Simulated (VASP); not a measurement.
Set up this calculation in VASP 6.6.1, as the native input.

* Task: single point
* Functional: PBEsol
* Potentials or basis: VASP PAW PBE potentials, release 64 (Ti_sv, Re)
* Cutoff: 520 eV
* k mesh: 6 × 6 × 6
* Occupations: gaussian, width 0.05 eV
* Spin: no spin polarisation
* Dipole correction: no
* Further INCAR settings: ALGO = Normal; EDIFF = 1e-06; NBANDS = 16

The structure of TiRe lies in POSCAR:

```
TiRe
1.0
    3.1180000000      0.0000000000      0.0000000000
    0.0000000000      3.1180000000      0.0000000000
    0.0000000000      0.0000000000      3.1180000000
Ti Re
1 1
Direct
    0.5000000000      0.5000000000      0.5000000000
    0.0000000000      0.0000000000      0.0000000000
```

The input as run:

INCAR

```
SYSTEM = TiRe
PREC = Accurate ; ENCUT = 520
EDIFF = 1E-6 ; ISMEAR = 0
SIGMA = 0.05 ; LREAL = .False.
LASPH = .True. ; NELM = 60
ALGO = Normal ; ISIF = 2
LWAVE = .False. ; LCHARG = .False.
GGA = PS ; NBANDS = 16
```

KPOINTS

```
Automatic mesh
0
Gamma
  6 6 6
  0 0 0
```

Potentials or basis: VASP PAW PBE potentials, release 64 (Ti_sv, Re).

Run with:

```sh
$ cat potpaw_PBE.64/Ti_sv/POTCAR potpaw_PBE.64/Re/POTCAR > POTCAR
$ mpirun -np 1 vasp_std > vasp.out
```

It gave:

| Quantity | Value |
| --- | --- |
| Pressure | -8.4 GPa |

Caveat: the PAW data sets were made with another functional, which shifts forces and pressure a little.

Wall time 11 s on 1 thread of AMD EPYC 7R13 Processor (Zen 3) (shared host), peak memory 0.11 GiB.
